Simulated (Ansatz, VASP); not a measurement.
# La16CO24 in VASP and in Ansatz

```xyz
41
Lattice="7.8811 0.0000 0.0000 -3.9406 6.8253 0.0000 0.0000 0.0000 12.3757" Properties=species:S:1:pos:R:3 pbc="T T T"
La    1.9315    1.2877    4.9514
La   -0.0380    2.2015    1.5935
La    1.9390    1.1566   10.8121
La   -0.0699    2.3495    7.7566
La   -0.0569    4.6568    4.6075
La   -2.0097    5.5315    1.2363
La    0.0038    4.5314   10.8816
La   -2.0004    5.6619    7.7513
La    6.0007    1.1128    4.6370
La    3.8841    2.1621    1.5799
La    5.8631    1.1294   10.8533
La    3.9447    2.2867    7.6813
La    3.9006    4.6163    4.5946
La    2.0579    5.7046    1.5496
La    3.8719    4.4689   10.8059
La    1.9223    5.6897    7.7101
O     1.9543    0.9590    2.4649
O    -0.0737    2.4491    4.0409
O    -0.0708    0.0646   -0.0065
O     1.9229    1.1774    8.2742
O    -0.0451    2.2834   10.1324
O    -0.0751   -0.0700    6.1940
O     0.0136    4.5214    1.9845
O    -1.9882    5.8593    3.7236
O    -2.0794    3.2443    0.0336
O    -0.0341    4.5713    8.5163
O    -2.0172    5.6414   10.2865
O    -1.9484    3.6394    6.2413
O     5.8597    1.1433    2.2734
O     3.9545    2.2961    4.2043
O     3.9145    0.1038   -0.0520
O     5.8821    1.1568    8.3569
O     3.9058    2.2468   10.0476
O     3.9156   -0.1121    6.2406
O     3.8662    4.3697    2.1469
O     1.9182    5.6755    3.9113
O     1.9906    3.1783   -0.0527
O     3.8961    4.5349    8.4306
O     1.9423    5.6616   10.2088
O     1.8620    3.5761    6.1518
C     1.0397   -0.0030    3.0941
```

Alike in both runs: functional PBE; k mesh 1 × 1 × 1; occupations fermi-dirac, width 0.01 eV; no spin polarisation.

Ansatz relaxed the structure, and its values are those at the end. VASP's run is a single point on that final structure, the one shown.

|  | VASP | Ansatz |
| --- | --- | --- |
| version | VASP 6.6.1 | Ansatz 0.2.0 |
| potentials or method | VASP PAW PBE potentials, release 64 (La, O, C), cutoff 520 eV | plane-wave PAW DFT |
| valence electrons in the cell | 324 | 324 |

```tsv
	VASP	Ansatz	Ansatz less VASP
rms of the force components (eV/Å)	0.025	0.004	-0.0213
```

Spin-orbit coupling is off throughout.
